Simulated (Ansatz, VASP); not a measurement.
W3C in VASP and in Ansatz

Contents of INCAR:

```
PREC = Accurate ; ENCUT = 520
EDIFF = 1E-6 ; ISMEAR = 0
SIGMA = 0.1 ; LREAL = F
LASPH = T ; NELM = 60
ALGO = Normal ; ISIF = 2
LWAVE = F ; LCHARG = T
LDIPOL = T ; IDIPOL = 3
DIPOL = 0.5 0.5 0.359 ; GGA = PE
LELF = T ; LVHAR = T
LVACPOTAV = T ; NBANDS = 31
```

File KPOINTS:

```
regular mesh
0
Gamma
  9 9 1
```

Contents of POSCAR:

```
W3C
1.0
    2.8545944806      0.0000000000      0.0000000000
   -1.4272972403      2.4721513377      0.0000000000
    0.0000000000      0.0000000000     21.6971108210
W C
3 1
Direct
    0.6666666667      0.3333333333      0.1843563428
    0.3333333333      0.6666666667      0.2926027619
    0.0000000000      0.0000000000      0.4008418859
    0.7777777778     -0.7777777778      0.5589274499
```

Input for Ansatz:

```yaml
crystal:
  lattice:
    - [2.8545944806, 0.0, 0.0]
    - [-1.4272972403, 2.4721513377, 0.0]
    - [0.0, 0.0, 21.697110821]
  atoms:
    - { symbol: W, position: [0.6666666667, 0.3333333333, 0.1843563428] }
    - { symbol: W, position: [0.3333333333, 0.6666666667, 0.2926027619] }
    - { symbol: W, position: [0.0, 0.0, 0.4008418859] }
    - { symbol: C, position: [0.7777777778, -0.7777777778, 0.5589274499] }
basis:
  ecutwfc: 420
kpoints:
  mp_grid: { grid: [9, 9, 1] }
hamiltonian:
  xc: pbe
scf:
  occupations: { method: gaussian, width: 0.1 }
output:
  forces: true
  eigenvalues: true
efield:
  axis: 3
  dipole_correction: true
  ramp_width: 0.04
```

Alike in both runs: task single point; functional PBE; k mesh 9 × 9 × 1; occupations gaussian, width 0.1 eV; no spin polarisation.

```csv
,VASP,Ansatz
version,VASP 6.6.1,Ansatz 0.2.0
potentials or method,"VASP PAW PBE potentials, release 64 (W_sv, C), cutoff 520 eV","scalar-relativistic, plane waves, PAW"
valence electrons in the cell,46,46
```

Ansatz gave:

```
gap on the k mesh at the Fermi level (eV)  : none
rms of the force components (eV/Å)         : 0.310
work function, face that differs most (eV) : 5.14
```

Task: Estimate VASP's values.

Result: gap on the k mesh at the Fermi level (eV): none; rms of the force components (eV/Å): 0.314; work function, face that differs most (eV): 5.15.

Atom by atom the forces differ by 0.009 eV/Å (rms over components). A gap of «none» marks a metal or a gap that the smearing closes. With one functional, cell and mesh, what is left measures potentials, basis and numerics.

Neither program's run includes spin-orbit coupling.
